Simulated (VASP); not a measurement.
# Al in VASP: notebook

The runs below take Al through single point, with LDA.

Program: VASP 6.6.1. These are calculated values, not measurements. Logs are shortened: lines on timing, memory, paths and dates and some standing lists are left out, and cuts for length are marked.

## (1) The cell of the first run

It takes space group C2/m (No. 12, monoclinic). Conventional cell: a = 4.532 Å, b = 2.617 Å, c = 2.883 Å, α = 90.00°, β = 122.04°, γ = 90.00°. Within 3.5 Å of Al (site symmetry 2/m) lie 12 Al at 2.62 to 2.88 Å.

## (2) Single point, LDA

File INCAR:

```
PREC = Accurate
ENCUT = 520
EDIFF = 1E-7
ISMEAR = 0
SIGMA = 0.1
LREAL = False
LASPH = True
NELM = 80
ALGO = Fast
ISIF = 2
LWAVE = False
LCHARG = True
LELF = True
LVHAR = True
NBANDS = 12
```

File KPOINTS:

```
regular mesh
0
Gamma
  9 9 14
```

File POSCAR:

```
Al
1.0
    4.5319482457      0.0000000000     -0.0170356100
   -2.2659741228      3.9248100381      0.0085178050
   -1.5200949778      0.0000000000      2.4496782934
Al
3
Direct
    0.3333333333      0.6666666667      0.0000000000
    0.0000000000      0.0000000000      0.0000000000
    0.6666666667      0.3333333333      0.0000000000
```

Potentials or basis: VASP PAW LDA potentials, release 64 (Al).

Launch:

```bash
$ cat potpaw_LDA.64/Al/POTCAR > POTCAR
$ mpirun -np 1 vasp_std > vasp.out
```

OUTCAR:

```text
PREC = Accurate
   ENCUT = 520
   EDIFF = 1E-7
   ISMEAR = 0
   LREAL = False
   LASPH = True
   NELM = 80
   ISIF = 2

 ion  position               nearest neighbor table
   1  0.333  0.667  0.000-   2 2.62   3 2.62   3 2.62   2 2.62   2 2.62   3 2.62   2 2.87   2 2.87
                             3 2.87   3 2.87
   2  0.000  0.000  0.000-   1 2.62   3 2.62   1 2.62   3 2.62   3 2.62   1 2.62   1 2.87   3 2.87
                             3 2.87   1 2.87
   3  0.667  0.333  0.000-   2 2.62   1 2.62   1 2.62   2 2.62   2 2.62   1 2.62   2 2.87   2 2.87
                             1 2.87   1 2.87

  LATTYP: Found a base centered monoclinic cell.
 ALAT       =     4.5319802640
 B/A-ratio  =     1.7320508076
 C/A-ratio  =     0.6361428253
 COS(beta)  =    -0.5304542360

  Lattice vectors:

 A1 = (   2.2659741228,  -3.9248100381,  -0.0085178050)
 A2 = (   2.2659741229,   3.9248100381,  -0.0085178050)
 A3 = (  -1.5200949778,   0.0000000000,   2.4496782934)

Analysis of symmetry for initial positions (statically):
=====================================================================
 Subroutine PRICEL returns following result:

  LATTYP: Found a base centered monoclinic cell.
 ALAT       =     4.5319802634
 B/A-ratio  =     0.5773502693
 C/A-ratio  =     0.6361428254
 COS(beta)  =    -0.5304542360

  Lattice vectors:

 A1 = (   2.2659741226,  -1.3082700126,  -0.0085178050)
 A2 = (   2.2659741224,   1.3082700130,  -0.0085178050)
 A3 = (  -1.5200949778,   0.0000000000,   2.4496782934)

   3 primitive cells build up your supercell.

 Routine SETGRP: Setting up the symmetry group for a
 base centered monoclinic supercell.

 Subroutine GETGRP returns: Found  4 space group operations
 (whereof  4 operations were pure point group operations)
 out of a pool of  4 trial point group operations.

The static configuration has the point symmetry C_2h.

Analysis of symmetry for dynamics (positions and initial velocities):
=====================================================================
 Subroutine PRICEL returns following result:

  LATTYP: Found a base centered monoclinic cell.
 ALAT       =     4.5319802634
 B/A-ratio  =     0.5773502693
 C/A-ratio  =     0.6361428254
 COS(beta)  =    -0.5304542360

  Lattice vectors:

 A1 = (   2.2659741226,  -1.3082700126,  -0.0085178050)
 A2 = (   2.2659741224,   1.3082700130,  -0.0085178050)
 A3 = (  -1.5200949778,   0.0000000000,   2.4496782934)

   3 primitive cells build up your supercell.

 Routine SETGRP: Setting up the symmetry group for a
 base centered monoclinic supercell.

 Subroutine GETGRP returns: Found  4 space group operations
 (whereof  4 operations were pure point group operations)
 out of a pool of  4 trial point group operations.

The dynamic configuration has the point symmetry C_2h.

 Subroutine INISYM returns: Found  4 space group operations
 (whereof  4 operations are pure point group operations),
 and found     3 'primitive' translations

----------------------------------------------------------------------------------------

                                     Primitive cell

  volume of cell :      14.4903

  direct lattice vectors                    reciprocal lattice vectors
     2.265974123 -1.308270013 -0.008517805     0.221171551 -0.382184102  0.137243231
     2.265974122  1.308270013 -0.008517805     0.221171551  0.382184102  0.137243231
    -1.520094978  0.000000000  2.449678293     0.001538076 -0.000000000  0.409171288

  length of vectors
     2.616540025  2.616540025  2.882986730     0.462403771  0.462403771  0.409174179

  position of ions in fractional coordinates (direct lattice)
     1.000000000  0.000000000  0.000000000

  ion indices of the primitive-cell ions
   primitive index   ion index
                 1           1

----------------------------------------------------------------------------------------

 KPOINTS: regular mesh

Automatic generation of k-mesh.
 Grid dimensions read from file:
 generate k-points for:    9    9   14

 Generating k-lattice:

  Cartesian coordinates                     Fractional coordinates (reciprocal lattice)
     0.024574617  0.014154967  0.015249248     0.111111111  0.000000000  0.000000000
     0.000000000  0.028309933  0.000000000     0.000000000  0.111111111  0.000000000
     0.000109863 -0.000000000  0.029226521    -0.000000000  0.000000000  0.071428571

  Length of vectors
     0.032199603  0.028309933  0.029226727

  Shift w.r.t. Gamma in fractional coordinates (k-lattice)
     0.000000000  0.000000000  0.000000000

 Subroutine IBZKPT returns following result:
 ===========================================

 Found    320 irreducible k-points:

 Following reciprocal coordinates:
            Coordinates               Weight
  0.000000  0.000000  0.000000      1.000000
  0.111111 -0.000000  0.000000      4.000000
  0.222222 -0.000000  0.000000      4.000000
  0.333333 -0.000000  0.000000      4.000000
  0.444444 -0.000000  0.000000      4.000000
  0.000000  0.111111  0.000000      2.000000
[... 16 lines left out ...]
  0.333333  0.333333  0.000000      2.000000
  0.000000  0.444444  0.000000      2.000000
 [... further k-points ...]
   k-points           NKPTS =    320   k-points in BZ     NKDIM =    320   number of bands    NBANDS=     12
   number of dos      NEDOS =    301   number of ions     NIONS =      3
   total plane-waves  NPLWV =  31104
   dimension x,y,z NGX =    36 NGY =   36 NGZ =   24
   dimension x,y,z NGXF=    72 NGYF=   72 NGZF=   48
   ions per type =               3
   NGX,Y,Z   is equivalent  to a cutoff of  13.21, 13.21, 13.84 a.u.
   NGXF,Y,Z  is equivalent  to a cutoff of  26.41, 26.41, 27.68 a.u.
 SYSTEM =  unknown system
   PREC   = accura    normal or accurate (medium, high low for compatibility)
   ISTART =      0    job   : 0-new  1-cont  2-samecut
   ICHARG =      2    charge: 1-file 2-atom 10-const
   ISPIN  =      1    spin polarized calculation?
   LNONCOLLINEAR =      F non collinear calculations
   LSORBIT =      F    spin-orbit coupling
   LASPH  =      T    aspherical Exc in radial PAW
   ENCUT  =  520.0 eV  38.22 Ry    6.18 a.u.   8.43  8.43  5.36*2*pi/ulx,y,z
   NELM   =     80;   NELMIN=  2; NELMDL= -5     # of ELM steps
   EDIFF  = 0.1E-06   stopping-criterion for ELM
   LREAL  =      F    real-space projection
   EDIFFG = 0.1E-05   stopping-criterion for IOM
   NSW    =      0    number of steps for IOM
   IBRION =     -1    ionic relax: 0-MD 1-quasi-New 2-CG
   NFREE  =      0    steps in history (QN), initial steepest desc. (CG)
   ISIF   =      2    stress and relaxation
   ISYM   =      2    0-nonsym 1-usesym 2-fastsym
   POTIM  = 0.5000    time-step for ionic-motion
   TEBEG  =    0.0;   TEEND  =   0.0 temperature during run
   PSTRESS=    0.0 pullay stress
   NELECT =       9.0000    total number of electrons
   NUPDOWN=      -1.0000    fix difference up-down
   EMIN   =  10.00;   EMAX   =-10.00  energy-range for DOS
   EFERMI =   0.00;   METHOD = LEGACY
   ISMEAR =     0;   SIGMA  =   0.10  broadening in eV -4-tet -1-fermi 0-gaus
   EFERMI_NEDOS =   21; number of points for ismear=-14 and -15
   IALGO  =     68    algorithm
   IMIX   =      4    mixing-type and parameters
     AMIX     =   0.40;   BMIX     =  1.00
     AMIX_MAG =   1.60;   BMIX_MAG =  1.00
  volume/ion in A,a.u.               =      14.49        97.79
  Fermi-wavevector in a.u.,A,eV,Ry     =   0.968477  1.830157 12.761566  0.937949
  Thomas-Fermi vector in A             =   2.098450
   LORBIT       =      0    0 simple, 1 ext, 2 COOP (PROOUT), +10 PAW based schemes
   GGA     = CA    functional components
   LHFCALC =     F    Hartree Fock is set to
   AEXX    =    0.0000 exact exchange contribution
   IVDW    =     0    specifies the selected vdW correction
   LEPSILON=     F    determine dielectric tensor
   LRPA    =     F    only Hartree local field effects (RPA)
 non-spin polarized calculation
 RMM-DIIS sequential band-by-band and
 Gauss-broadening in eV      SIGMA  =   0.10
  energy-cutoff  :      520.00
  volume of cell :       43.47
 maximum number of plane-waves:      1190
 NGX is ok and might be reduce to    36
   NGX = 17   NGY = 17   NGZ = 11

 number of electron       9.0000000 magnetization

 Free energy of the ion-electron system (eV)
  ---------------------------------------------------
  ext. energy  EPLUGINS =         0.00000000
  ---------------------------------------------------
  free energy    TOTEN  =       -12.27557678 eV

  energy without entropy =      -12.27170385  energy(sigma->0) =      -12.27364031

 E-fermi :   9.1453     XC(G=0): -10.8207

 val. band max:        9.1411125665   @ k =  -0.2222  -0.4444   0.4286
 cond. band min:       9.1588960765   @ k =  -0.2222   0.4444   0.2143
 fundamental gap:      0.0177835100
 Fermi energy:         9.1453106475

 k-point     1 :       0.0000    0.0000    0.0000
  band No.  band energies     occupation
      1      -2.8300      2.00000
      2       6.2679      2.00000
      3       6.2679      2.00000
      4       8.2037      2.00000
      5       8.2037      2.00000
      6      10.2894      0.00000
      7      10.2894      0.00000
      8      15.7865      0.00000
      9      15.7865      0.00000
     10      17.8908      0.00000
     11      17.8908      0.00000
     12      19.3946      0.00000

 k-point     2 :       0.1111   -0.0000    0.0000
  band No.  band energies     occupation
      1      -2.6772      2.00000
      2       5.4412      2.00000
      3       6.3680      2.00000
      4       7.5776      2.00000
      5       7.5841      2.00000
      6      11.1888      0.00000
      7      12.1227      0.00000
      8      15.4289      0.00000
      9      16.3328      0.00000
     10      17.5914      0.00000
     11      18.3639      0.00000
     12      18.5667      0.00000

 k-point     3 :       0.2222   -0.0000    0.0000
  band No.  band energies     occupation
      1      -2.2201      2.00000
      2       4.3991      2.00000
      3       4.8614      2.00000
      4       6.5664      2.00000
      5       8.8797      1.99983
      6      12.9489      0.00000
      7      14.8283      0.00000
      8      15.3078      0.00000
      9      17.1098      0.00000
     10      17.1257      0.00000
     11      17.6660      0.00000
     12      19.5757      0.00000

 k-point     4 :       0.3333   -0.0000    0.0000
  band No.  band energies     occupation
      1      -1.4621      2.00000
      2       2.5411      2.00000
      3       4.5356      2.00000
      4       5.7769      2.00000
      5      10.5110      0.00000
      6      14.5815      0.00000
      7      15.8514      0.00000
      8      15.9465      0.00000
      9      17.3551      0.00000
     10      17.4481      0.00000
     11      18.0810      0.00000
     12      18.4585      0.00000

 k-point     5 :       0.4444   -0.0000    0.0000
  band No.  band energies     occupation
      1      -0.4094      2.00000
      2       0.9294      2.00000
      3       4.4202      2.00000
      4       5.3267      2.00000
      5      12.3708      0.00000
      6      14.3431      0.00000
      7      15.2392      0.00000
      8      15.9491      0.00000
      9      17.8834      0.00000
     10      18.7819      0.00000
     11      18.7942      0.00000
     12      19.7584      0.00000
[... 228 lines left out ...]
      1      -1.2692      2.00000
      2       0.8088      2.00000
      3       4.8507      2.00000
      4       9.2965      0.03256
      5      11.7367      0.00000
      6      13.5179      0.00000
      7      14.0951      0.00000
      8      15.5078      0.00000
      9      16.1422      0.00000
     10      16.5931      0.00000
     11      18.9069      0.00000
     12      20.2691      0.00000

 k-point    22 :       0.2222    0.3333    0.0000
  band No.  band energies     occupation
      1      -0.4699      2.00000
      2       0.5665      2.00000
      3       3.0766      2.00000
      4      11.0305      0.00000
      5      11.4888      0.00000
      6      12.9276      0.00000
      7      13.7577      0.00000
      8      14.9304      0.00000
      9      17.3448      0.00000
     10      18.5899      0.00000
     11      18.6957      0.00000
     12      20.6676      0.00000

 k-point    23 :       0.3333    0.3333    0.0000
  band No.  band energies     occupation
      1       0.6204      2.00000
      2       0.6204      2.00000
      3       1.5247      2.00000
      4      10.5214      0.00000
      5      10.5214      0.00000
      6      13.6340      0.00000
      7      14.3505      0.00000
      8      15.9541      0.00000
      9      18.1047      0.00000
     10      18.2028      0.00000
     11      18.2028      0.00000
     12      20.9509      0.00000

 k-point    24 :       0.0000    0.4444    0.0000
  band No.  band energies     occupation
      1      -0.9542      2.00000
      2       0.0869      2.00000
      3       6.0855      2.00000
      4       7.7114      2.00000
      5      13.7615      0.00000
      6      13.7877      0.00000
      7      13.9813      0.00000
      8      15.6504      0.00000
      9      15.6913      0.00000
     10      16.9129      0.00000
     11      17.2626      0.00000
     12      20.4647      0.00000

 [... further k-points ...]

------------------------ aborting loop because EDIFF is reached ----------------------------------------

  FORCE on cell =-STRESS in cart. coord.  units (eV):
  Direction    XX          YY          ZZ          XY          YZ          ZX
  --------------------------------------------------------------------------------------
  -------------------------------------------------------------------------------------
  Total        4.8264947      4.9407274      0.0031081      0.0000000      0.0000000     -0.0202278
  in kB      177.8869074    182.0971043      0.1145543      0.0000000      0.0000000     -0.7455219
  external PRESSURE =     120.0328553 kB  Pullay stress =       0.0000000 kB

 VOLUME and BASIS-vectors are now :
 -----------------------------------------------------------------------------
  energy-cutoff  :      520.00
  volume of cell :       43.47
      direct lattice vectors                 reciprocal lattice vectors
     4.531948246  0.000000000 -0.017035610     0.221171551  0.127394701  0.137243231
    -2.265974123  3.924810038  0.008517805     0.000000000  0.254789401  0.000000000
    -1.520094978  0.000000000  2.449678293     0.001538076 -0.000000000  0.409171288

 POSITION                                       TOTAL-FORCE (eV/Angst)
 -----------------------------------------------------------------------------------
     -0.00000      2.61654      0.00000         0.000000      0.000000     -0.000000
      0.00000      0.00000      0.00000         0.000000     -0.000000      0.000000
      2.26597      1.30827     -0.00852        -0.000000     -0.000000      0.000000
 -----------------------------------------------------------------------------------
    total drift:                                0.000000      0.000000     -0.000000

  FREE ENERGIE OF THE ION-ELECTRON SYSTEM (eV)
  ---------------------------------------------------
  free  energy   TOTEN  =       -12.2755767769 eV

  energy  without entropy=      -12.2717038461  energy(sigma->0) =      -12.27364031
```

Wall time 66 s (1 thread of Intel Xeon 6975P-C (Granite Rapids), shared host); peak memory 0.24 GiB.

Results:

```yaml
Free_energy: -12.2756 eV
Pressure: 12.0 GPa
```

[end of part 1 of 2]
